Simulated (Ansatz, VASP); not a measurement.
## BP in VASP and in Ansatz

File POSCAR:

```
BP
1.0
    3.0799086887      0.0000000000      0.0000000000
   -1.5399543444      2.6672791658      0.0000000000
    0.0000000000      0.0000000000      5.0145727567
B P
2 2
Direct
    0.0000000000      0.0000000000      0.0000000000
    0.0000000000      0.0000000000      0.5000000000
    0.3333333333      0.6666666667      0.2500000000
    0.6666666667      0.3333333333      0.7500000000
```

File INCAR.step1:

```
SYSTEM = BP
PREC = Accurate
ENCUT = 520
EDIFF = 1E-5
ISMEAR = -1
SIGMA = 0.02
LREAL = .False.
LASPH = .True.
NELM = 80
ALGO = Normal
ISIF = 2
LWAVE = .True.
GGA = PE
NBANDS = 16
```

Contents of INCAR.step2:

```
SYSTEM = BP
PREC = Accurate
ENCUT = 520
EDIFF = 1E-7
ISMEAR = -1
SIGMA = 0.02
LREAL = .False.
LASPH = .True.
NELM = 80
ALGO = Normal
ISIF = 2
LWAVE = .False.
LCHARG = .True.
GGA = PE
LHFCALC = .True.
HFSCREEN = 0.2079
PRECFOCK = Normal
LELF = .True.
LVHAR = .True.
ISTART = 1
NBANDS = 16
```

Contents of KPOINTS:

```
Automatic mesh
0
Gamma
  6 6 2
  0 0 0
```

Input for Ansatz:

```yaml
crystal:
  lattice:
    - [3.0799086887, 0.0, 0.0]
    - [-1.5399543444, 2.6672791658, 0.0]
    - [0.0, 0.0, 5.0145727567]
  atoms:
    - { symbol: B, position: [0.0, 0.0, 0.0] }
    - { symbol: B, position: [0.0, 0.0, 0.5] }
    - { symbol: P, position: [0.3333333333, 0.6666666667, 0.25] }
    - { symbol: P, position: [0.6666666667, 0.3333333333, 0.75] }
kpoints:
  mp_grid: { grid: [6, 6, 2] }
hamiltonian:
  xc: hse06
scf:
  occupations: { method: fermi_dirac, width: 0.02 }
  n_extra_bands: 5
output:
  forces: true
  stress: true
  eigenvalues: true
```

Alike in both runs: task single point; functional HSE06; k mesh 6 × 6 × 2; occupations fermi-dirac, width 0.02 eV; no spin polarisation.

|  | VASP | Ansatz |
| --- | --- | --- |
| version | VASP 6.6.1 | Ansatz 0.2.0 |
| potentials or method | VASP PAW PBE potentials, release 64 (B, P) | plane waves, PAW |
| plane-wave cutoff (eV) | 520 | 420 |
| valence electrons in the cell | 16 | 16 |

VASP gave:

```
pressure (GPa)                                                : -2.4
traceless stress, the component that is largest in VASP (GPa) : 0.34
```

Q: Estimate Ansatz's values.

A: Pressure (GPa): -1.8; traceless stress, the component that is largest in VASP (GPa): 0.48.

With one functional, cell and mesh, what is left measures potentials, basis and numerics. Ansatz's warnings: filled band counts differ across k points, stress exchange threshold loose, stress scf threshold loose.

The k mesh is coarse, so the values compare programs but aren't converged.
